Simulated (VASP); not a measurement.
Input of a VASP 6.6.1 run:

File INCAR:

```
SYSTEM = Hf2O
PREC = Accurate ; ENCUT = 520
EDIFF = 1E-6 ; ISMEAR = -1
SIGMA = 0.06122561905347299 ; LREAL = .False.
LASPH = .True. ; NELM = 80
ALGO = Normal ; ISIF = 2
LWAVE = .False. ; LCHARG = .False.
GGA = PE ; NBANDS = 20
```

File KPOINTS:

```
regular mesh
0
Gamma
  32 32 32
  0 0 0
```

The input POSCAR:

```
Hf2O
1.0
    0.0000000000      2.8382104559      2.8382104559
    2.8382104559      0.0000000000      2.8382104559
    2.8382104559      2.8382104559      0.0000000000
Hf O
2 1
Direct
    0.2500000000      0.2500000000      0.2500000000
    0.7500000000      0.7500000000      0.7500000000
    0.0000000000      0.0000000000      0.0000000000
```

Potentials or basis: VASP PAW PBE potentials, release 64 (Hf_pv, O).

Command:

```sh
$ cat potpaw_PBE.64/Hf_pv/POTCAR potpaw_PBE.64/O/POTCAR > POTCAR
$ mpirun -np 1 vasp_std > vasp.out
```

Question: Predict the pressure.

Answer: 6.8 GPa.

Question: Estimate the band gap on the k mesh.

Answer: Zero (bands 13 and 14 overlap by 1.02 eV).

Caveat: the cell stands under pressure; spin-orbit coupling is left out, which moves the levels of the heavy elements.
